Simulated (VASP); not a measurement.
BeS, 2 atoms in the cell. It takes space group F-43m (No. 216, cubic). Conventional cell: a = 4.769 Å, b = 4.769 Å, c = 4.769 Å, α = 90.00°, β = 90.00°, γ = 90.00°. Within 2.7 Å of Be (site symmetry -43m) lie 4 S at 2.07 Å. Within 2.7 Å of S (site symmetry -43m) lie 4 Be at 2.07 Å. 

* Program: VASP 6.6.1
* Task: single point
* Functional: r2SCAN
* Potentials or basis: VASP PAW PBE potentials, release 64 (Be, S)
* Cutoff: 660 eV
* k mesh: 8 × 8 × 8
* Occupations: gaussian, width 0.01 eV
* Spin: no spin polarisation
* Dipole correction: no
* Further INCAR settings: ALGO = Normal; EDIFF = 1e-06; NBANDS = 11

Potentials or basis: VASP PAW PBE potentials, release 64 (Be, S).

Run with:

```sh
$ cat potpaw_PBE.64/Be/POTCAR potpaw_PBE.64/S/POTCAR > POTCAR
$ cp INCAR.step1 INCAR
$ mpirun -np 1 vasp_std > vasp.out
$ cp INCAR.step2 INCAR
$ mpirun -np 1 vasp_std > vasp.out
```

Hardware: 1 thread of Intel(R) Xeon(R) 6975P-C (Granite Rapids), on a shared host.

How long does it take, and how much memory?

Run time: 23 s on 1 thread of Intel(R) Xeon(R) 6975P-C (Granite Rapids), with other jobs on the host, peak memory 0.15 GiB. Counts: k points 29.
